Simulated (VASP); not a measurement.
Set up this calculation in VASP 6.6.1, as the native input.

- Task: single point
- Functional: PBEsol
- Potentials or basis: VASP PAW PBE potentials, release 64 (Al, Ni)
- Cutoff: 520 eV
- k mesh: 18 × 18 × 18
- Occupations: gaussian, width 0.15 eV
- Spin: no spin polarisation
- Dipole correction: no
- Further INCAR settings: ALGO = Fast; EDIFF = 1e-06; NBANDS = 14

The structure of AlNi lies in POSCAR:

```
AlNi
1.0
    2.9203619301      0.3511285605      0.3511285605
    0.3511285605      2.9203619301      0.3511285605
    0.3511285605      0.3511285605      2.9203619301
Al Ni
1 1
Direct
    0.0000000000      0.0000000000      0.0000000000
    0.5000000000      0.5000000000      0.5000000000
```

This cell differs from its parent crystal: ratio of the length along [111] to the lengths across it x 1.41, volume and fractional coordinates fixed.

These files were run (other wordings do the same):

INCAR

```
SYSTEM = AlNi
ALGO     = Fast           ! electronic algorithm
EDIFF    = 1E-6           ! SCF threshold, eV
ENCUT    = 520            ! plane-wave cutoff, eV
GGA      = PS             ! functional
ISIF     = 2              ! what is computed and relaxed
ISMEAR   = 0              ! smearing method
LASPH    = .TRUE.         ! aspherical terms in the spheres
LCHARG   = .FALSE.        ! write CHGCAR
LREAL    = .FALSE.        ! projectors in reciprocal space
LWAVE    = .FALSE.        ! write WAVECAR
NBANDS   = 14             ! bands
NELM     = 60             ! most SCF steps
PREC     = Accurate       ! precision mode
SIGMA    = 0.15           ! smearing width, eV
```

KPOINTS

```
k-points
0
G
  18 18 18
  0 0 0
```

Potentials or basis: VASP PAW PBE potentials, release 64 (Al, Ni).

Run with:

```sh
$ cat potpaw_PBE.64/Al/POTCAR potpaw_PBE.64/Ni/POTCAR > POTCAR
$ mpirun -np 1 vasp_std > vasp.out
```

Results of the run:

```
Pressure : 11.4 GPa
```

Caveat: the PAW data sets were made with another functional, which shifts forces and pressure a little.

Wall time 3.8 min on 1 thread of AMD EPYC 7R43 64-Core Processor (Zen 3) (shared host), peak memory 0.26 GiB.
